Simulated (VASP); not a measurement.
A run of VASP 6.6.1 is set up as follows.

Contents of INCAR:

```
PREC = Accurate
ENCUT = 520
EDIFF = 1E-6
ISMEAR = -1
SIGMA = 0.05
LREAL = F
LASPH = T
NELM = 80
ALGO = Normal
ISIF = 2
LWAVE = F
LCHARG = F
GGA = PE
IBRION = 2
NSW = 60
EDIFFG = -0.01
```

KPOINTS

```
regular mesh
0
Gamma
  5 5 3
```

File POSCAR:

```
Si2W
1.0
    4.5706838583      0.0000000000      0.0000000000
   -2.2853419292      3.9583283339      0.0000000000
    0.0000000000      0.0000000000      6.6532220000
W Si
3 6
Direct
    0.5000000000      0.0000000000      0.5000000000
    0.5000000000      0.5000000000      0.8333333333
    0.0000000000      0.5000000000      0.1666666667
    0.3272520000      0.1636260000      0.1666666667
    0.8363740000      0.1636260000      0.8333333333
    0.1636260000      0.3272520000      0.5000000000
    0.6727480000      0.8363740000      0.1666666667
    0.1636260000      0.8363740000      0.8333333333
    0.8363740000      0.6727480000      0.5000000000
```

Potentials or basis: VASP PAW PBE potentials, release 64 (W_sv, Si).

Run with:

```console
$ cat potpaw_PBE.64/W_sv/POTCAR potpaw_PBE.64/Si/POTCAR > POTCAR
$ mpirun -np 1 vasp_std > vasp.out
```

**Question.** What does it give for the band gap on the k mesh?

**Answer.** 0.47 eV, indirect (least direct gap 1.01 eV).

**Question.** What does it give for the energy gained by relaxing?

**Answer.** 0.0 meV/atom.

Stress tensor (GPa, compression positive):
```
4.97 0.00 0.00
0.00 4.97 0.00
0.00 0.00 2.18
```

Caveat: spin-orbit coupling is left out, which moves the levels of the heavy elements. A k mesh can miss the band edges.
